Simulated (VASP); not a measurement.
Crystal: Mn.

```
CELL_PARAMETERS angstrom
2.33246 0.00000 0.00000
0.00000 2.33246 0.00000
0.00000 0.00000 2.33246
ATOMIC_POSITIONS crystal
Mn 0.00000 0.00000 0.00000
```

| Quantity | Value |
| --- | --- |
| Program | VASP 6.6.1 |
| Task | relaxation of cell and atoms |
| Functional | LDA |
| Potentials or basis | VASP PAW LDA potentials, release 64 (Mn_pv) |
| Cutoff | 600 eV |
| k mesh | 13 × 13 × 13 |
| Occupations | fermi-dirac, width 0.1 eV |
| Spin | no spin polarisation |

At the start: pressure -25.2 GPa; volume 12.69 Å³/atom.

Problem. How do energy, volume and symmetry change on relaxing?

Solution. Over 7 steps the energy falls by 139.7 meV/atom and the volume is 11.12 Å³/atom (-12.4 %); space group Pm-3m (No. 221, to 0.05 Å).

Step by step:
| step | energy change (eV) | largest force (eV/Å) | pressure (GPa) | volume (Å³) |
| --- | --- | --- | --- | --- |
| 1 | 0.0000 | 0.0000 | -25.23 | 12.69 |
| 2 | 0.1602 | 0.0000 | 63.96 | 9.36 |
| 3 | -0.1394 | 0.0000 | -1.55 | 11.18 |
| 4 | -0.1397 | 0.0000 | -0.41 | 11.12 |
| 5 | -0.1397 | 0.0000 | 0.38 | 11.09 |
| 6 | -0.1397 | 0.0000 | -0.24 | 11.13 |
| 7 | -0.1397 | 0.0000 | -0.09 | 11.12 |

Final structure:
```
CELL_PARAMETERS angstrom
2.23184 0.00000 0.00000
0.00000 2.23184 0.00000
0.00000 0.00000 2.23184
ATOMIC_POSITIONS crystal
Mn 0.00000 0.00000 0.00000
```

Caveat: the run has no spin polarisation, though such a crystal can be magnetic.
